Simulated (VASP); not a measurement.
A run of VASP 6.6.1 is set up as follows.

The input POSCAR:

```
Al2Cu
1.0
    4.1493487057      0.0000000000      0.0000000000
    0.0000000000      4.1493487057      0.0000000000
    0.0000000000      0.0000000000      2.9368651557
Al Cu
2 1
Direct
    0.5000000000      0.0000000000      0.5000000000
    0.0000000000      0.5000000000      0.5000000000
    0.0000000000      0.0000000000      0.0000000000
```

INCAR.step1

```
SYSTEM = Al2Cu
PREC     = Accurate       ! precision mode
ENCUT    = 520            ! plane-wave cutoff, eV
ISMEAR   = 0              ! smearing method
SIGMA    = 0.15           ! smearing width, eV
LREAL    = .False.        ! projectors in reciprocal space
LASPH    = .True.         ! aspherical terms in the spheres
NELM     = 80             ! most SCF steps
NBANDS   = 16             ! bands
GGA      = PE             ! functional
ALGO     = Normal         ! electronic algorithm
EDIFF    = 1E-4           ! SCF threshold, eV
LWAVE    = .True.         ! write WAVECAR
LCHARG   = .False.        ! write CHGCAR
```

INCAR.step2

```
SYSTEM = Al2Cu
PREC     = Accurate       ! precision mode
ENCUT    = 520            ! plane-wave cutoff, eV
EDIFF    = 1E-6           ! SCF threshold, eV
ISMEAR   = 0              ! smearing method
SIGMA    = 0.15           ! smearing width, eV
LREAL    = .False.        ! projectors in reciprocal space
LASPH    = .True.         ! aspherical terms in the spheres
NELM     = 80             ! most SCF steps
ALGO     = Normal         ! electronic algorithm
ISIF     = 2              ! what is computed and relaxed
LWAVE    = .False.        ! write WAVECAR
LCHARG   = .False.        ! write CHGCAR
METAGGA  = R2SCAN         ! meta-GGA
LMIXTAU  = .True.       
NBANDS   = 16             ! bands
ISTART   = 1
```

Contents of KPOINTS:

```
regular mesh
0
Gamma
  12 12 16
  0 0 0
```

Potentials or basis: VASP PAW PBE potentials, release 64 (Al, Cu).

Launch:

```console
$ cat potpaw_PBE.64/Al/POTCAR potpaw_PBE.64/Cu/POTCAR > POTCAR
$ cp INCAR.step1 INCAR
$ mpirun -np 1 vasp_std > vasp.out
$ cp INCAR.step2 INCAR
$ mpirun -np 1 vasp_std > vasp.out
```

Problem. Estimate the pressure.

Solution. -5.4 GPa.

Problem. Predict the band gap on the k mesh.

Solution. Zero (an odd number of electrons rules out a gap without spin polarisation).

Stress tensor (GPa, compression positive):
```
-4.67  0.00  0.00
 0.00 -4.67  0.00
 0.00  0.00 -6.78
```

Caveat: the cell differs from its parent crystal (strain +0.015 along x and y, +0.030 along z); the cell stands under tension; the PAW data sets were made with another functional, which shifts forces and pressure a little.
